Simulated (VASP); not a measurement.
The system is SiNi.

```xyz
4
Lattice="2.9815 0.0000 0.0000 0.0000 3.3235 0.0000 0.0000 0.0000 4.7390" Properties=species:S:1:pos:R:3 pbc="T T T"
Ni    1.4907    1.6617    1.6231
Ni    0.0000    0.0000    3.1159
Si    1.4907    1.6617    3.9957
Si    0.0000    0.0000    0.7433
```

Program: VASP 6.6.1. Alike in all runs: task single point; spin collinear, ferromagnetic start; cell as given; k mesh 9 × 8 × 6; cutoff (eV) 520; smearing fermi-dirac 0.05 eV.

Problem. Order these runs on this cell by their pressure, lowest first.
A. level LDA; potentials or basis VASP PAW LDA potentials, release 64 (Ni, Si)
B. level PBE; potentials or basis VASP PAW PBE potentials, release 64 (Ni, Si)
C. level BLYP; potentials or basis VASP PAW PBE potentials, release 64 (Ni, Si)

Solution. A (-11.4 GPa), B (-0.8 GPa), C (8.3 GPa).

Caveats: the PAW data sets were made with another functional, which shifts forces and pressure a little (some runs).
